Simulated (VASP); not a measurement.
A run of VASP 6.6.1:

File INCAR:

```
ALGO = Normal
EDIFF = 1E-7
ENCUT = 520
GGA = PS
ISIF = 2
ISMEAR = 0
LASPH = True
LCHARG = False
LREAL = False
LWAVE = False
NBANDS = 17
NELM = 80
PREC = Accurate
SIGMA = 0.02
```

The input KPOINTS:

```
k-points
0
Gamma
  6 6 6
```

Contents of POSCAR:

```
TePb
1.0
    0.0000000000      3.2227524997      3.2227524997
    3.2227524997      0.0000000000      3.2227524997
    3.2227524997      3.2227524997      0.0000000000
Te Pb
1 1
Direct
    0.0000000000      0.0000000000      0.0000000000
    0.5000000000      0.5000000000      0.5000000000
```

Potentials or basis: VASP PAW PBE potentials, release 64 (Te, Pb_d).

Command:

```bash
$ cat potpaw_PBE.64/Te/POTCAR potpaw_PBE.64/Pb_d/POTCAR > POTCAR
$ mpirun -np 1 vasp_std > vasp.out
```

Hardware: 1 thread of AMD EPYC 9R45 96-Core Processor (Zen 5), on a shared host.

Estimate the wall time of this run.

Wall time 13 s on 1 thread of AMD EPYC 9R45 96-Core Processor (Zen 5), with other jobs on the host, peak memory 0.17 GiB. Counts: scf iterations 14, k points 16.
